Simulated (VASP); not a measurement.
# SiC (Moissanite 3C) (F-43m) in VASP: a series of runs, part 2 of 2

VASP 6.6.1. The steps go on from the part before.

## Step 3: Single point, LDA

This run uses another cell than the first one, of 9.93 Å³/atom, 1.021 times its volume.

The input, INCAR:

```
PREC = Accurate ; ENCUT = 600
EDIFF = 1E-6 ; ISMEAR = 0
SIGMA = 0.01 ; LREAL = False
LASPH = True ; NELM = 120
ALGO = Normal ; ISIF = 2
LWAVE = False ; LCHARG = False
NBANDS = 11 ; GGA_COMPAT = False
```

The input, KPOINTS:

```
regular mesh
0
Gamma
  7 7 7
```

The input, POSCAR:

```
SiC
1.0
    0.0000000000      2.1495504440      2.1495504440
    2.1495504440      0.0000000000      2.1495504440
    2.1495504440      2.1495504440      0.0000000000
Si C
1 1
Direct
    0.0000000000      0.0000000000      0.0000000000
    0.2500000000      0.2500000000      0.2500000000
```

Potentials or basis: VASP PAW LDA potentials, release 64 (Si, C).

Launch:

```sh
> cat potpaw_LDA.64/Si/POTCAR potpaw_LDA.64/C/POTCAR > POTCAR
> mpirun -np 1 vasp_std > vasp.out
```

OUTCAR:

```text
PREC = Accurate
   ENCUT = 600
   EDIFF = 1E-6
   ISMEAR = 0
   LREAL = False
   LASPH = True
   NELM = 120
   ISIF = 2

 ion  position               nearest neighbor table
   1  0.000  0.000  0.000-   2 1.86   2 1.86   2 1.86   2 1.86
   2  0.250  0.250  0.250-   1 1.86   1 1.86   1 1.86   1 1.86

  LATTYP: Found a face centered cubic cell.
 ALAT       =     4.2991008880

  Lattice vectors:

 A1 = (   0.0000000000,   2.1495504440,   2.1495504440)
 A2 = (   2.1495504440,   0.0000000000,   2.1495504440)
 A3 = (   2.1495504440,   2.1495504440,   0.0000000000)

Analysis of symmetry for initial positions (statically):
=====================================================================
 Subroutine PRICEL returns:
 Original cell was already a primitive cell.

 Routine SETGRP: Setting up the symmetry group for a
 face centered cubic supercell.

 Subroutine GETGRP returns: Found 24 space group operations
 (whereof 24 operations were pure point group operations)
 out of a pool of 48 trial point group operations.

The static configuration has the point symmetry T_d .

Analysis of symmetry for dynamics (positions and initial velocities):
=====================================================================
 Subroutine PRICEL returns:
 Original cell was already a primitive cell.

 Routine SETGRP: Setting up the symmetry group for a
 face centered cubic supercell.

 Subroutine GETGRP returns: Found 24 space group operations
 (whereof 24 operations were pure point group operations)
 out of a pool of 48 trial point group operations.

The dynamic configuration has the point symmetry T_d .

 Subroutine INISYM returns: Found 24 space group operations
 (whereof 24 operations are pure point group operations),
 and found     1 'primitive' translations

----------------------------------------------------------------------------------------

                                     Primitive cell

  volume of cell :      19.8643

  direct lattice vectors                    reciprocal lattice vectors
     0.000000000  2.149550444  2.149550444    -0.232606777  0.232606777  0.232606777
     2.149550444  0.000000000  2.149550444     0.232606777 -0.232606777  0.232606777
     2.149550444  2.149550444  0.000000000     0.232606777  0.232606777 -0.232606777

  length of vectors
     3.039923391  3.039923391  3.039923391     0.402886755  0.402886755  0.402886755

  position of ions in fractional coordinates (direct lattice)
     0.000000000  0.000000000  0.000000000
     0.250000000  0.250000000  0.250000000

  ion indices of the primitive-cell ions
   primitive index   ion index
                 1           1
                 2           2

----------------------------------------------------------------------------------------

 KPOINTS: regular mesh

Automatic generation of k-mesh.
 Grid dimensions read from file:
 generate k-points for:    7    7    7

 Generating k-lattice:

  Cartesian coordinates                     Fractional coordinates (reciprocal lattice)
    -0.033229540  0.033229540  0.033229540     0.142857143  0.000000000  0.000000000
     0.033229540 -0.033229540  0.033229540     0.000000000  0.142857143  0.000000000
     0.033229540  0.033229540 -0.033229540     0.000000000  0.000000000  0.142857143

  Length of vectors
     0.057555251  0.057555251  0.057555251

  Shift w.r.t. Gamma in fractional coordinates (k-lattice)
     0.000000000  0.000000000  0.000000000

 Subroutine IBZKPT returns following result:
 ===========================================

 Found     20 irreducible k-points:

 Following reciprocal coordinates:
            Coordinates               Weight
  0.000000  0.000000  0.000000      1.000000
  0.142857  0.000000  0.000000      8.000000
  0.285714  0.000000  0.000000      8.000000
  0.428571  0.000000  0.000000      8.000000
  0.142857  0.142857  0.000000      6.000000
  0.285714  0.142857  0.000000     24.000000
[... 12 lines left out ...]
 -0.428571  0.428571  0.142857     24.000000
 -0.285714  0.428571  0.142857     24.000000
   k-points           NKPTS =     20   k-points in BZ     NKDIM =     20   number of bands    NBANDS=     11
   number of dos      NEDOS =    301   number of ions     NIONS =      2
   total plane-waves  NPLWV =  13824
   dimension x,y,z NGX =    24 NGY =   24 NGZ =   24
   dimension x,y,z NGXF=    48 NGYF=   48 NGZF=   48
   ions per type =               1   1
   NGX,Y,Z   is equivalent  to a cutoff of  13.13, 13.13, 13.13 a.u.
   NGXF,Y,Z  is equivalent  to a cutoff of  26.25, 26.25, 26.25 a.u.
 SYSTEM =  unknown system
   PREC   = accura    normal or accurate (medium, high low for compatibility)
   ISTART =      0    job   : 0-new  1-cont  2-samecut
   ICHARG =      2    charge: 1-file 2-atom 10-const
   ISPIN  =      1    spin polarized calculation?
   LNONCOLLINEAR =      F non collinear calculations
   LSORBIT =      F    spin-orbit coupling
   LASPH  =      T    aspherical Exc in radial PAW
   ENCUT  =  600.0 eV  44.10 Ry    6.64 a.u.   6.07  6.07  6.07*2*pi/ulx,y,z
   NELM   =    120;   NELMIN=  2; NELMDL= -5     # of ELM steps
   EDIFF  = 0.1E-05   stopping-criterion for ELM
   LREAL  =      F    real-space projection
   EDIFFG = 0.1E-04   stopping-criterion for IOM
   NSW    =      0    number of steps for IOM
   IBRION =     -1    ionic relax: 0-MD 1-quasi-New 2-CG
   NFREE  =      0    steps in history (QN), initial steepest desc. (CG)
   ISIF   =      2    stress and relaxation
   ISYM   =      2    0-nonsym 1-usesym 2-fastsym
   POTIM  = 0.5000    time-step for ionic-motion
   TEBEG  =    0.0;   TEEND  =   0.0 temperature during run
   PSTRESS=    0.0 pullay stress
   NELECT =       8.0000    total number of electrons
   NUPDOWN=      -1.0000    fix difference up-down
   EMIN   =  10.00;   EMAX   =-10.00  energy-range for DOS
   EFERMI =   0.00;   METHOD = LEGACY
   ISMEAR =     0;   SIGMA  =   0.01  broadening in eV -4-tet -1-fermi 0-gaus
   EFERMI_NEDOS =   21; number of points for ismear=-14 and -15
   IALGO  =     38    algorithm
   IMIX   =      4    mixing-type and parameters
     AMIX     =   0.40;   BMIX     =  1.00
     AMIX_MAG =   1.60;   BMIX_MAG =  1.00
  volume/ion in A,a.u.               =       9.93        67.03
  Fermi-wavevector in a.u.,A,eV,Ry     =   1.208965  2.284613 19.886237  1.461597
  Thomas-Fermi vector in A             =   2.344557
   LORBIT       =      0    0 simple, 1 ext, 2 COOP (PROOUT), +10 PAW based schemes
   GGA     = CA    functional components
   LHFCALC =     F    Hartree Fock is set to
   AEXX    =    0.0000 exact exchange contribution
   IVDW    =     0    specifies the selected vdW correction
   LEPSILON=     F    determine dielectric tensor
   LRPA    =     F    only Hartree local field effects (RPA)
 non-spin polarized calculation
 Gauss-broadening in eV      SIGMA  =   0.01
  energy-cutoff  :      600.00
  volume of cell :       19.86
 maximum number of plane-waves:       674
   NGX = 13   NGY = 13   NGZ = 13

 number of electron       7.9999999 magnetization

 Free energy of the ion-electron system (eV)
  ---------------------------------------------------
  ext. energy  EPLUGINS =         0.00000000
  ---------------------------------------------------
  free energy    TOTEN  =       -16.63357250 eV

  energy without entropy =      -16.63357250  energy(sigma->0) =      -16.63357250

 E-fermi :   8.5913     XC(G=0): -11.7307

 val. band max:        8.5346309421   @ k =   0.0000   0.0000   0.0000
 cond. band min:      10.0495229199   @ k =   0.4286   0.4286   0.0000
 fundamental gap:      1.5148919779
 Fermi energy:         8.5913061740

 k-point     1 :       0.0000    0.0000    0.0000
  band No.  band energies     occupation
      1      -7.1049      2.00000
      2       8.5346      2.00000
      3       8.5346      2.00000
      4       8.5346      2.00000
      5      15.3085      0.00000
      6      16.0101      0.00000
      7      16.0101      0.00000
      8      16.0101      0.00000
      9      23.2316      0.00000
     10      23.2316      0.00000
     11      25.3450      0.00000
[... 253 lines left out ...]
 k-point    20 :      -0.2857    0.4286    0.1429
  band No.  band energies     occupation
      1      -1.7662      2.00000
      2       1.3905      2.00000
      3       2.8574      2.00000
      4       4.8158      2.00000
      5      13.2096      0.00000
      6      17.2812      0.00000
      7      18.9866      0.00000
      8      19.6262      0.00000
      9      22.4542      0.00000
     10      25.4283      0.00000
     11      30.5720      0.00000

------------------------ aborting loop because EDIFF is reached ----------------------------------------

  FORCE on cell =-STRESS in cart. coord.  units (eV):
  Direction    XX          YY          ZZ          XY          YZ          ZX
  --------------------------------------------------------------------------------------
  -------------------------------------------------------------------------------------
  Total        0.6508220      0.6508220      0.6508220      0.0000000      0.0000000      0.0000000
  in kB       52.4928192     52.4928192     52.4928192      0.0000000      0.0000000      0.0000000
  external PRESSURE =      52.4928192 kB  Pullay stress =       0.0000000 kB

 VOLUME and BASIS-vectors are now :
 -----------------------------------------------------------------------------
  energy-cutoff  :      600.00
  volume of cell :       19.86
      direct lattice vectors                 reciprocal lattice vectors
     0.000000000  2.149550444  2.149550444    -0.232606777  0.232606777  0.232606777
     2.149550444  0.000000000  2.149550444     0.232606777 -0.232606777  0.232606777
     2.149550444  2.149550444  0.000000000     0.232606777  0.232606777 -0.232606777

 POSITION                                       TOTAL-FORCE (eV/Angst)
 -----------------------------------------------------------------------------------
      0.00000      0.00000      0.00000        -0.000000     -0.000000     -0.000000
      1.07478      1.07478      1.07478         0.000000      0.000000      0.000000
 -----------------------------------------------------------------------------------
    total drift:                                0.000000      0.000000      0.000000

  FREE ENERGIE OF THE ION-ELECTRON SYSTEM (eV)
  ---------------------------------------------------
  free  energy   TOTEN  =       -16.6335724983 eV

  energy  without entropy=      -16.6335724983  energy(sigma->0) =      -16.63357250
```

stdout:

```text
POSCAR found type information on POSCAR SiC
 POSCAR found :  2 types and       2 ions
 scaLAPACK will be used
 LDA part: xc-table for (Slater(with rela. corr.)+CA(PZ))
 , standard interpolation
 POSCAR, INCAR and KPOINTS ok, starting setup
 FFT: planning ... GRIDC
 FFT: planning ... GRID_SOFT
 FFT: planning ... GRID
 WAVECAR not read
 entering main loop
```

It took 2.1 s on 1 thread of Intel Xeon Platinum 8488C (Sapphire Rapids), shared host; peak memory 0.12 GiB.

Results:

```yaml
Free_energy: -16.6336 eV
Pressure: 5.2 GPa
Band_gap_on_the_k_mesh: 1.51 eV, indirect (least direct gap 4.68 eV)
```

A k mesh can miss the band edges. Expect the measured gap to be larger: semilocal functionals such as LDA lack the derivative discontinuity.

## Step 4: Single point, LDA

This run uses another cell than the first one, of 10.14 Å³/atom, 1.043 times its volume.

The input, INCAR:

```
PREC = Accurate
ENCUT = 600
EDIFF = 1E-6
ISMEAR = 0
SIGMA = 0.01
LREAL = F
LASPH = T
NELM = 120
ALGO = Normal
ISIF = 2
LWAVE = F
LCHARG = T
GGA = CA
LELF = T
LVHAR = T
NBANDS = 11
GGA_COMPAT = F
```

The input, KPOINTS:

```
Automatic mesh
0
Gamma
  7 7 7
```

The input, POSCAR:

```
SiC
1.0
    0.0000000000      2.1643753983      2.1643753983
    2.1643753983      0.0000000000      2.1643753983
    2.1643753983      2.1643753983      0.0000000000
Si C
1 1
Direct
    0.0000000000      0.0000000000      0.0000000000
    0.2500000000      0.2500000000      0.2500000000
```

Launch:

```sh
> cat potpaw_LDA.64/Si/POTCAR potpaw_LDA.64/C/POTCAR > POTCAR
> mpirun -np 1 vasp_std > vasp.out
```

It took 2.6 s on 1 thread of Intel Xeon Platinum 8488C (Sapphire Rapids), shared host; peak memory 0.12 GiB.

It converged, with:

```yaml
Free_energy: -16.6411 eV
Pressure: 0.3 GPa
Band_gap_on_the_k_mesh: 1.53 eV, indirect (least direct gap 4.65 eV)
```

Levels at points of the mesh, in eV from the valence-band top:
```csv
k point,band 1,band 2,band 3,band 4,band 5,band 6,band 7,band 8
"(0.00, 0.00, 0.00)",-15.48,0.00,0.00,0.00,6.53,7.33,7.33,7.33
```

## Step 5: The runs side by side

| cell | gap on the mesh (eV) | pressure (GPa) |
| --- | --- | --- |
| a = 3.019 Å, angles 60.0°, 2 atoms | 1.50 | 10.7 |
| a = 3.040 Å, angles 60.0°, 2 atoms | 1.51 | 5.2 |
| a = 3.061 Å, angles 60.0°, 2 atoms | 1.53 | 0.3 |

Alike in all rows: task single point; level LDA; potentials or basis VASP PAW LDA potentials, release 64 (Si, C); no spin polarisation; k mesh 7 × 7 × 7; cutoff (eV) 600; smearing gaussian 0.01 eV.

Total energies depend on the potentials used, so only differences within one code and one set of settings carry meaning.

## Step 6: Comparison with measurements

Step 4. Measured gap of SiC: 2.4 eV (indirect; quoted in “Insight into the structural, elastic and electronic properties of a new orthorhombic 6O-SiC polytype”, 2020, pmc:7200658). This calculation gives 1.53 eV (-0.87 eV). The value is that of LDA on a finite k mesh, which can miss the band edges, without temperature or zero-point motion. Semilocal functionals fall short of measured gaps as a rule.
